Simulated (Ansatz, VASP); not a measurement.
Li: VASP beside Ansatz

File INCAR:

```
SYSTEM = Li
PREC = Accurate
ENCUT = 520
EDIFF = 1E-6
ISMEAR = -1
SIGMA = 0.08
LREAL = .False.
LASPH = .True.
NELM = 80
ALGO = Normal
ISIF = 2
LWAVE = .False.
LCHARG = .True.
GGA = PE
LELF = .True.
LVHAR = .True.
NBANDS = 10
```

File KPOINTS:

```
regular mesh
0
Gamma
  15 15 8
  0 0 0
```

File POSCAR:

```
Li
1.0
    3.1110021516     -0.0466650323     -0.0466650323
   -1.5959141792      2.7175394106     -0.0170805873
   -0.0763950000     -0.0763950000      5.0930000000
Li
2
Direct
    0.3333333333      0.6666666667      0.2500000000
    0.6666666667      0.3333333333      0.7500000000
```

Input for Ansatz:

```yaml
crystal:
  lattice:
    - [3.1110021516, -0.0466650323, -0.0466650323]
    - [-1.5959141792, 2.7175394106, -0.0170805873]
    - [-0.076395, -0.076395, 5.093]
  atoms:
    - { symbol: Li, position: [0.3333333333, 0.6666666667, 0.25] }
    - { symbol: Li, position: [0.6666666667, 0.3333333333, 0.75] }
kpoints:
  mp_grid: { grid: [15, 15, 8] }
  band_path:
    path:
      - [0.0, 0.0, 0.0]
      - [0.0, 0.0, 0.5]
      - [-0.5, 0.5, 0.0]
      - [0.0, 0.0, 0.0]
      - [0.0, -0.5, 0.0]
      - [-0.5, 0.0, 0.5]
      - [0.0, 0.0, 0.0]
      - [-0.5, 0.0, 0.0]
      - [0.0, -0.5, 0.5]
    npoints: 5
scf:
  occupations: { method: fermi_dirac, width: 0.08 }
hamiltonian:
  xc: pbe
  pseudopotentials: { kind: all_electron, lapw: { basis_error: 0.0005 } }
output:
  forces: true
  stress: true
  eigenvalues: true
```

Change from the starting cell: equal xy, yz and zx shear strains of -3 %.

Alike in both runs: task single point; functional PBE; k mesh 15 × 15 × 8; occupations fermi-dirac, width 0.08 eV; no spin polarisation.

```csv
,VASP,Ansatz
version,VASP 6.6.1,Ansatz 0.2.0
potentials or method,"VASP PAW PBE potentials, release 64 (Li_sv), cutoff 520 eV","all-electron LAPW, scalar-relativistic"
```

|  | VASP | Ansatz | Ansatz less VASP |
| --- | --- | --- | --- |
| rms of the force components (eV/Å) | 0.008 | 0.008 | 0.0000 |

Atom by atom the forces differ by 0.000 eV/Å (rms over components). Ansatz ran all-electron here, and VASP with PAW potentials.

Noted on VASP's run: the cutoff is under 1.25 times that of the potentials, so the pressure is a little rough.
